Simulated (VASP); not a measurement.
Here is a VASP 6.6.1 calculation.

Contents of POSCAR:

```
Pb
1.0
   -2.1094431211      2.1094431211      1.7546702133
    2.1094431211     -2.1094431211      1.7546702133
    2.1094431211      2.1094431211     -1.7546702133
Pb
1
Direct
    0.0000000000      0.0000000000      0.0000000000
```

The input INCAR.step1:

```
PREC = Accurate
ENCUT = 520
ISMEAR = 0
SIGMA = 0.1
LREAL = False
LASPH = True
NELM = 60
NBANDS = 13
GGA = PE
ALGO = Normal
EDIFF = 1E-4
LWAVE = True
LCHARG = False
```

File INCAR.step2:

```
PREC = Accurate
ENCUT = 520
EDIFF = 1E-7
ISMEAR = 0
SIGMA = 0.1
LREAL = False
LASPH = True
NELM = 60
ALGO = Normal
ISIF = 2
LWAVE = False
LCHARG = True
METAGGA = R2SCAN
LMIXTAU = True
LELF = True
LVHAR = True
NBANDS = 13
ISTART = 1
```

Contents of KPOINTS:

```
Automatic mesh
0
Gamma
  16 16 16
```

Potentials or basis: VASP PAW PBE potentials, release 64 (Pb_d).

Launch:

```console
$ cat potpaw_PBE.64/Pb_d/POTCAR > POTCAR
$ cp INCAR.step1 INCAR
$ mpirun -np 1 vasp_std > vasp.out
$ cp INCAR.step2 INCAR
$ mpirun -np 1 vasp_std > vasp.out
```

Question: What does it give for the band gap on the k mesh?

Answer: Zero (bands 7 and 8 overlap by 8.53 eV).

Question: Predict the pressure.

Answer: 0.0 GPa.

Stress tensor (GPa, compression positive):
```
-0.05  0.00  0.00
 0.00 -0.05  0.00
 0.00  0.00  0.07
```

Caveat: the PAW data sets were made with another functional, which shifts forces and pressure a little; spin-orbit coupling is left out, which moves the levels of the heavy elements.
